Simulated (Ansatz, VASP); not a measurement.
## Mg5ZnO6: VASP beside Ansatz

```
CELL_PARAMETERS angstrom
3.31120 0.00000 0.00000
0.00000 3.31120 0.00000
0.00000 0.00000 14.04825
ATOMIC_POSITIONS crystal
Mg 0.00000 0.00000 0.66667
Mg 0.50000 0.50000 0.50000
Mg 0.00000 0.00000 0.33333
Mg 0.50000 0.50000 0.16667
Mg 0.50000 0.50000 0.83333
Zn 0.00000 0.00000 0.00000
O 0.00000 0.00000 0.50000
O 0.50000 0.50000 0.33333
O 0.00000 0.00000 0.16667
O 0.50000 0.50000 0.00000
O 0.00000 0.00000 0.83333
O 0.50000 0.50000 0.66667
```

Alike in both runs: task relaxation of cell and atoms; functional PBE; k mesh 6 × 6 × 2; occupations gaussian, width 0.1 eV; no spin polarisation.

|  | VASP | Ansatz |
| --- | --- | --- |
| version | VASP 6.6.1 | Ansatz 0.2.0 |
| potentials or method | VASP PAW PBE potentials, release 64 (Mg, Zn, O), cutoff 600 eV | scalar-relativistic, plane waves, PAW |
| valence electrons in the cell | 58 | 98 |

Ansatz gave:

| Quantity | Value |
| --- | --- |
| gap on the k mesh at the Fermi level, each at its own relaxed structure (eV) | 2.68 |
| relaxed volume (Å³/atom) | 9.72 |
| relaxed length of the cell vector where the two differ most in proportion (Å) | 12.799 |

Q: What did VASP give for the same quantities?

A: gap on the k mesh at the Fermi level, each at its own relaxed structure (eV): 2.70; relaxed volume (Å³/atom): 9.67; relaxed length of the cell vector where the two differ most in proportion (Å): 12.773.

VASP's potentials hold 58 valence electrons a cell and Ansatz's 98, so a difference there can come from the potentials and not from the codes.

Noted on VASP's run: the volume moved by over 15 % at a fixed basis, so the end points are rough.
